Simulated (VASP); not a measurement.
A run of VASP 6.6.1:

INCAR

```
SYSTEM = SiO2
PREC     = Accurate       ! precision mode
ENCUT    = 520            ! plane-wave cutoff, eV
EDIFF    = 1E-7           ! SCF threshold, eV
ISMEAR   = -1             ! smearing method
SIGMA    = 0.02           ! smearing width, eV
LREAL    = .FALSE.        ! projectors in reciprocal space
LASPH    = .TRUE.         ! aspherical terms in the spheres
NELM     = 80             ! most SCF steps
ALGO     = Normal         ! electronic algorithm
ISIF     = 2              ! what is computed and relaxed
LWAVE    = .FALSE.        ! write WAVECAR
LCHARG   = .FALSE.        ! write CHGCAR
GGA      = PE             ! functional
NBANDS   = 44             ! bands
```

Contents of KPOINTS:

```
regular mesh
0
G
  5 5 4
  0 0 0
```

Contents of POSCAR:

```
SiO2
1.0
    4.9780000000      0.0000000000      0.0000000000
    0.0000000000      4.9780000000      0.0000000000
    0.0000000000      0.0000000000      6.9480000000
Si O
4 8
Direct
    0.3043136979      0.3043136979      0.0000000000
    0.1956863021      0.8043136979      0.2500000000
    0.6956863021      0.6956863021      0.5000000000
    0.8043136979      0.1956863021      0.7500000000
    0.2368485857      0.1149240455      0.1843524453
    0.3850759545      0.7368485857      0.4343524453
    0.7631514143      0.8850759545      0.6843524453
    0.6149240455      0.2631514143      0.9343524453
    0.7368485857      0.3850759545      0.5656475547
    0.8850759545      0.7631514143      0.3156475547
    0.2631514143      0.6149240455      0.0656475547
    0.1149240455      0.2368485857      0.8156475547
```

Potentials or basis: VASP PAW PBE potentials, release 64 (Si, O).

Run with:

```bash
$ cat potpaw_PBE.64/Si/POTCAR potpaw_PBE.64/O/POTCAR > POTCAR
$ mpirun -np 1 vasp_std > vasp.out
```

Hardware: 1 thread of Intel(R) Xeon(R) Platinum 8259CL CPU @ 2.50GHz (Skylake/Cascade Lake), on a shared host.

Problem. How long does it take, and how much memory?

Solution. It took 120 s on 1 thread of Intel(R) Xeon(R) Platinum 8259CL CPU @ 2.50GHz (Skylake/Cascade Lake), with other jobs on the host, peak memory 0.3 GiB. Counts: scf iterations 15, k points 18.
